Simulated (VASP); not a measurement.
# OsC3 (Pm-3m) in VASP: a series of runs

OsC3 is run at these levels: PBE; tasks: single point.

Everything below comes from runs of VASP 6.6.1. Logs are shortened: lines on timing, memory, paths and dates and some standing lists are left out, and cuts for length are marked.

**1. The cell of the first run**

Symmetry: Pm-3m, No. 221, cubic system. The conventional cell has a = 3.277 Å, b = 3.277 Å, c = 3.277 Å, α = 90.00°, β = 90.00°, γ = 90.00°. Os (site symmetry m-3m) has 12 C at 2.32 Å within 3.1 Å. C (site symmetry 4/mmm) has 4 Os at 2.32 Å and 8 C at 2.32 Å within 3.1 Å.

**2. Single point, PBE**

INCAR reads:

```
SYSTEM = OsC3
ALGO = Normal
EDIFF = 1E-6
ENCUT = 520
GGA = PE
ISIF = 2
ISMEAR = 0
LASPH = .True.
LCHARG = .True.
LELF = .True.
LREAL = .False.
LVHAR = .True.
LWAVE = .False.
NBANDS = 18
NELM = 60
PREC = Accurate
SIGMA = 0.1
```

KPOINTS reads:

```
k-points
0
Gamma
  6 6 6
  0 0 0
```

POSCAR reads:

```
OsC3
1.0
    3.2774569240      0.0000000000      0.0000000000
    0.0000000000      3.2774569240      0.0000000000
    0.0000000000      0.0000000000      3.2774569240
Os C
1 3
Direct
    0.0000000000      0.0000000000      0.0000000000
    0.0000000000      0.5000000000      0.5000000000
    0.5000000000      0.0000000000      0.5000000000
    0.5000000000      0.5000000000      0.0000000000
```

Potentials or basis: VASP PAW PBE potentials, release 64 (Os, C).

Run with:

```console
$ cat potpaw_PBE.64/Os/POTCAR potpaw_PBE.64/C/POTCAR > POTCAR
$ mpirun -np 1 vasp_std > vasp.out
```

OUTCAR:

```text
SYSTEM = OsC3
   EDIFF = 1E-6
   ENCUT = 520
   GGA = PE
   ISIF = 2
   ISMEAR = 0
   LASPH = .True.
   LREAL = .False.
   NELM = 60
   PREC = Accurate

 ion  position               nearest neighbor table
   1  0.000  0.000  0.000-   2 2.32   3 2.32   4 2.32   2 2.32   3 2.32   2 2.32   4 2.32   2 2.32
                             3 2.32   4 2.32   3 2.32   4 2.32
   2  0.000  0.500  0.500-   1 2.32   1 2.32   1 2.32   1 2.32
   3  0.500  0.000  0.500-   1 2.32   1 2.32   1 2.32   1 2.32
   4  0.500  0.500  0.000-   1 2.32   1 2.32   1 2.32   1 2.32

  LATTYP: Found a simple cubic cell.
 ALAT       =     3.2774569240

  Lattice vectors:

 A1 = (   3.2774569240,   0.0000000000,   0.0000000000)
 A2 = (   0.0000000000,   3.2774569240,   0.0000000000)
 A3 = (   0.0000000000,   0.0000000000,   3.2774569240)

Analysis of symmetry for initial positions (statically):
=====================================================================
 Subroutine PRICEL returns:
 Original cell was already a primitive cell.

 Routine SETGRP: Setting up the symmetry group for a
 simple cubic supercell.

 Subroutine GETGRP returns: Found 48 space group operations
 (whereof 48 operations were pure point group operations)
 out of a pool of 48 trial point group operations.

The static configuration has the point symmetry O_h .

Analysis of symmetry for dynamics (positions and initial velocities):
=====================================================================
 Subroutine PRICEL returns:
 Original cell was already a primitive cell.

 Routine SETGRP: Setting up the symmetry group for a
 simple cubic supercell.

 Subroutine GETGRP returns: Found 48 space group operations
 (whereof 48 operations were pure point group operations)
 out of a pool of 48 trial point group operations.

The dynamic configuration has the point symmetry O_h .

 Subroutine INISYM returns: Found 48 space group operations
 (whereof 48 operations are pure point group operations),
 and found     1 'primitive' translations

----------------------------------------------------------------------------------------

                                     Primitive cell

  volume of cell :      35.2055

  direct lattice vectors                    reciprocal lattice vectors
     3.277456924  0.000000000  0.000000000     0.305114613  0.000000000  0.000000000
     0.000000000  3.277456924  0.000000000     0.000000000  0.305114613  0.000000000
     0.000000000  0.000000000  3.277456924     0.000000000  0.000000000  0.305114613

  length of vectors
     3.277456924  3.277456924  3.277456924     0.305114613  0.305114613  0.305114613

  position of ions in fractional coordinates (direct lattice)
     0.000000000  0.000000000  0.000000000
     0.000000000  0.500000000  0.500000000
     0.500000000  0.000000000  0.500000000
     0.500000000  0.500000000  0.000000000

  ion indices of the primitive-cell ions
   primitive index   ion index
                 1           1
                 2           2
                 3           3
                 4           4

----------------------------------------------------------------------------------------

 KPOINTS: k-points

Automatic generation of k-mesh.
 Grid dimensions read from file:
 generate k-points for:    6    6    6

 Generating k-lattice:

  Cartesian coordinates                     Fractional coordinates (reciprocal lattice)
     0.050852435  0.000000000  0.000000000     0.166666667  0.000000000  0.000000000
     0.000000000  0.050852435  0.000000000     0.000000000  0.166666667  0.000000000
     0.000000000  0.000000000  0.050852435     0.000000000  0.000000000  0.166666667

  Length of vectors
     0.050852435  0.050852435  0.050852435

  Shift w.r.t. Gamma in fractional coordinates (k-lattice)
     0.000000000  0.000000000  0.000000000

 Subroutine IBZKPT returns following result:
 ===========================================

 Found     20 irreducible k-points:

 Following reciprocal coordinates:
            Coordinates               Weight
  0.000000  0.000000  0.000000      1.000000
  0.166667  0.000000  0.000000      6.000000
  0.333333  0.000000  0.000000      6.000000
  0.500000  0.000000  0.000000      3.000000
  0.166667  0.166667  0.000000     12.000000
  0.333333  0.166667  0.000000     24.000000
[... 12 lines left out ...]
  0.500000  0.500000  0.333333      6.000000
  0.500000  0.500000  0.500000      1.000000
   k-points           NKPTS =     20   k-points in BZ     NKDIM =     20   number of bands    NBANDS=     18
   number of dos      NEDOS =    301   number of ions     NIONS =      4
   total plane-waves  NPLWV =  13824
   dimension x,y,z NGX =    24 NGY =   24 NGZ =   24
   dimension x,y,z NGXF=    48 NGYF=   48 NGZF=   48
   ions per type =               1   3
   NGX,Y,Z   is equivalent  to a cutoff of  12.17, 12.17, 12.17 a.u.
   NGXF,Y,Z  is equivalent  to a cutoff of  24.35, 24.35, 24.35 a.u.
 SYSTEM =  OsC3
   PREC   = accura    normal or accurate (medium, high low for compatibility)
   ISTART =      0    job   : 0-new  1-cont  2-samecut
   ICHARG =      2    charge: 1-file 2-atom 10-const
   ISPIN  =      1    spin polarized calculation?
   LNONCOLLINEAR =      F non collinear calculations
   LSORBIT =      F    spin-orbit coupling
   LASPH  =      T    aspherical Exc in radial PAW
   ENCUT  =  520.0 eV  38.22 Ry    6.18 a.u.   6.09  6.09  6.09*2*pi/ulx,y,z
   NELM   =     60;   NELMIN=  2; NELMDL= -5     # of ELM steps
   EDIFF  = 0.1E-05   stopping-criterion for ELM
   LREAL  =      F    real-space projection
   EDIFFG = 0.1E-04   stopping-criterion for IOM
   NSW    =      0    number of steps for IOM
   IBRION =     -1    ionic relax: 0-MD 1-quasi-New 2-CG
   NFREE  =      0    steps in history (QN), initial steepest desc. (CG)
   ISIF   =      2    stress and relaxation
   ISYM   =      2    0-nonsym 1-usesym 2-fastsym
   POTIM  = 0.5000    time-step for ionic-motion
   TEBEG  =    0.0;   TEEND  =   0.0 temperature during run
   PSTRESS=    0.0 pullay stress
   NELECT =      20.0000    total number of electrons
   NUPDOWN=      -1.0000    fix difference up-down
   EMIN   =  10.00;   EMAX   =-10.00  energy-range for DOS
   EFERMI =   0.00;   METHOD = LEGACY
   ISMEAR =     0;   SIGMA  =   0.10  broadening in eV -4-tet -1-fermi 0-gaus
   EFERMI_NEDOS =   21; number of points for ismear=-14 and -15
   IALGO  =     38    algorithm
   IMIX   =      4    mixing-type and parameters
     AMIX     =   0.40;   BMIX     =  1.00
     AMIX_MAG =   1.60;   BMIX_MAG =  1.00
  volume/ion in A,a.u.               =       8.80        59.39
  Fermi-wavevector in a.u.,A,eV,Ry     =   1.355859  2.562202 25.012317  1.838353
  Thomas-Fermi vector in A             =   2.482911
   LORBIT       =      0    0 simple, 1 ext, 2 COOP (PROOUT), +10 PAW based schemes
   GGA     = PE    functional components
   LHFCALC =     F    Hartree Fock is set to
   AEXX    =    0.0000 exact exchange contribution
   IVDW    =     0    specifies the selected vdW correction
   LEPSILON=     F    determine dielectric tensor
   LRPA    =     F    only Hartree local field effects (RPA)
 non-spin polarized calculation
 Gauss-broadening in eV      SIGMA  =   0.10
  energy-cutoff  :      520.00
  volume of cell :       35.21
 maximum number of plane-waves:       968
   NGX = 13   NGY = 13   NGZ = 13

 number of electron      20.0000000 magnetization

 Free energy of the ion-electron system (eV)
  ---------------------------------------------------
  ext. energy  EPLUGINS =         0.00000000
  ---------------------------------------------------
  free energy    TOTEN  =       -26.30692992 eV

  energy without entropy =      -26.30000946  energy(sigma->0) =      -26.30346969

 E-fermi :   8.6815     XC(G=0): -13.2594

 val. band max:        8.5249384793   @ k =   0.3333   0.1667   0.1667
 cond. band min:       8.7102021879   @ k =   0.3333   0.3333   0.1667
 fundamental gap:      0.1852637086
 Fermi energy:         8.6814612897

 k-point     1 :       0.0000    0.0000    0.0000
  band No.  band energies     occupation
      1      -8.3648      2.00000
      2      -0.2683      2.00000
      3      -0.2683      2.00000
      4       3.3971      2.00000
      5       3.3971      2.00000
      6       3.3971      2.00000
[... 10 lines left out ...]
     17      12.9615      0.00000
     18      12.9686      0.00000

 k-point     2 :       0.1667    0.0000    0.0000
  band No.  band energies     occupation
      1      -7.9909      2.00000
      2      -1.2152      2.00000
      3       0.0175      2.00000
      4       3.0158      2.00000
      5       3.0158      2.00000
      6       3.9305      2.00000
[... 10 lines left out ...]
     17      12.5773      0.00000
     18      14.1730      0.00000

 k-point     3 :       0.3333    0.0000    0.0000
  band No.  band energies     occupation
      1      -6.9181      2.00000
      2      -3.1935      2.00000
      3       0.8668      2.00000
      4       2.3302      2.00000
      5       2.3302      2.00000
      6       4.1665      2.00000
[... 10 lines left out ...]
     17      13.3177      0.00000
     18      17.1086      0.00000

 k-point     4 :       0.5000    0.0000    0.0000
  band No.  band energies     occupation
      1      -5.4780      2.00000
      2      -5.0088      2.00000
      3       2.0288      2.00000
      4       2.0288      2.00000
      5       2.1269      2.00000
      6       2.4102      2.00000
[... 291 lines left out ...]
      4       1.4711      2.00000
      5       1.9243      2.00000
      6       2.1338      2.00000
[... 10 lines left out ...]
     17      13.5172      0.00000
     18      14.6304      0.00000

 k-point    19 :       0.5000    0.5000    0.3333
  band No.  band energies     occupation
      1      -3.3563      2.00000
      2      -2.7501      2.00000
      3      -2.7501      2.00000
      4       1.3624      2.00000
      5       1.9452      2.00000
      6       2.4874      2.00000
[... 10 lines left out ...]
     17      13.2542      0.00000
     18      13.5385      0.00000

 k-point    20 :       0.5000    0.5000    0.5000
  band No.  band energies     occupation
      1      -2.8231      2.00000
      2      -2.8231      2.00000
      3      -2.8231      2.00000
      4       0.8344      2.00000
      5       2.3560      2.00000
      6       2.3560      2.00000
[... 10 lines left out ...]
     17      13.5892      0.00000
     18      13.5892      0.00000

------------------------ aborting loop because EDIFF is reached ----------------------------------------

  FORCE on cell =-STRESS in cart. coord.  units (eV):
  Direction    XX          YY          ZZ          XY          YZ          ZX
  --------------------------------------------------------------------------------------
  -------------------------------------------------------------------------------------
  Total       -1.1455952     -1.1455952     -1.1455952      0.0000000      0.0000000     -0.0000000
  in kB      -52.1351714    -52.1351714    -52.1351714      0.0000000      0.0000000     -0.0000000
  external PRESSURE =     -52.1351714 kB  Pullay stress =       0.0000000 kB

 VOLUME and BASIS-vectors are now :
 -----------------------------------------------------------------------------
  energy-cutoff  :      520.00
  volume of cell :       35.21
      direct lattice vectors                 reciprocal lattice vectors
     3.277456924  0.000000000  0.000000000     0.305114613  0.000000000  0.000000000
     0.000000000  3.277456924  0.000000000     0.000000000  0.305114613  0.000000000
     0.000000000  0.000000000  3.277456924     0.000000000  0.000000000  0.305114613

 POSITION                                       TOTAL-FORCE (eV/Angst)
 -----------------------------------------------------------------------------------
      0.00000      0.00000      0.00000         0.000000      0.000000      0.000000
      0.00000      1.63873      1.63873         0.000000      0.000000      0.000000
      1.63873      0.00000      1.63873         0.000000      0.000000      0.000000
      1.63873      1.63873      0.00000         0.000000      0.000000      0.000000
 -----------------------------------------------------------------------------------
    total drift:                                0.000000     -0.000000     -0.000000

  FREE ENERGIE OF THE ION-ELECTRON SYSTEM (eV)
  ---------------------------------------------------
  free  energy   TOTEN  =       -26.3069299217 eV

  energy  without entropy=      -26.3000094625  energy(sigma->0) =      -26.30346969
```

It took 7.9 s on 1 thread of Intel Xeon Platinum 8375C at 2.90GHz (Ice Lake), shared host; peak memory 0.14 GiB.

What came out:

```yaml
Free_energy: -26.3069 eV
Pressure: -5.2 GPa
Band_gap_on_the_k_mesh: zero (bands 10 and 11 overlap by 2.19 eV)
```

Caveat: the cell stands under tension; spin-orbit coupling is left out, which moves the levels of the heavy elements.

**3. Single point, PBE**

This run uses another cell than the first one, of 8.57 Å³/atom.

INCAR reads:

```
SYSTEM = OsC3
PREC = Accurate
ENCUT = 520
EDIFF = 1E-7
ISMEAR = 0
SIGMA = 0.1
LREAL = .False.
LASPH = .True.
NELM = 60
ALGO = Normal
ISIF = 2
LWAVE = .False.
LCHARG = .False.
GGA = PE
NBANDS = 18
```

KPOINTS reads:

```
regular mesh
0
Gamma
  6 6 6
  0 0 0
```

POSCAR reads:

```
OsC3
1.0
    3.2490054527      0.0000000000      0.0000000000
    0.0000000000      3.2490054527      0.0000000000
    0.0000000000      0.0000000000      3.2490054527
Os C
1 3
Direct
    0.0000000000      0.0000000000      0.0000000000
    0.0000000000      0.5000000000      0.5000000000
    0.5000000000      0.0000000000      0.5000000000
    0.5000000000      0.5000000000      0.0000000000
```

Potentials or basis: VASP PAW PBE potentials, release 64 (Os, C).

Run with:

```console
$ cat potpaw_PBE.64/Os/POTCAR potpaw_PBE.64/C/POTCAR > POTCAR
$ mpirun -np 1 vasp_std > vasp.out
```

It took 7.9 s on 1 thread of Intel Xeon Platinum 8375C at 2.90GHz (Ice Lake), shared host; peak memory 0.14 GiB.

Results (log left out):

| Quantity | Value |
| --- | --- |
| Free energy | -26.3159 eV |
| Pressure | 1.9 GPa |
| Band gap on the k mesh | zero (bands 10 and 11 overlap by 2.35 eV) |

Levels at points of the mesh, in eV from the Fermi level:
| k point | band 7 | band 8 | band 9 | band 10 | band 11 | band 12 | band 13 | band 14 |
| --- | --- | --- | --- | --- | --- | --- | --- | --- |
| (0.00, 0.00, 0.00) | -2.15 | -2.15 | -2.15 | 0.20 | 0.20 | 0.44 | 0.44 | 0.44 |
| (0.50, 0.00, 0.00) | -2.07 | -1.95 | -1.74 | -1.74 | 0.52 | 1.11 | 1.42 | 1.42 |
| (0.50, 0.50, 0.00) | -2.01 | -1.51 | -1.02 | -0.46 | -0.37 | -0.37 | 1.69 | 4.77 |
| (0.50, 0.50, 0.50) | -6.53 | -0.70 | -0.70 | 1.73 | 1.73 | 1.73 | 2.48 | 4.18 |

Caveat: spin-orbit coupling is left out, which moves the levels of the heavy elements.

The gap in the log of VASP goes by the Fermi energy; the results here count the filled bands.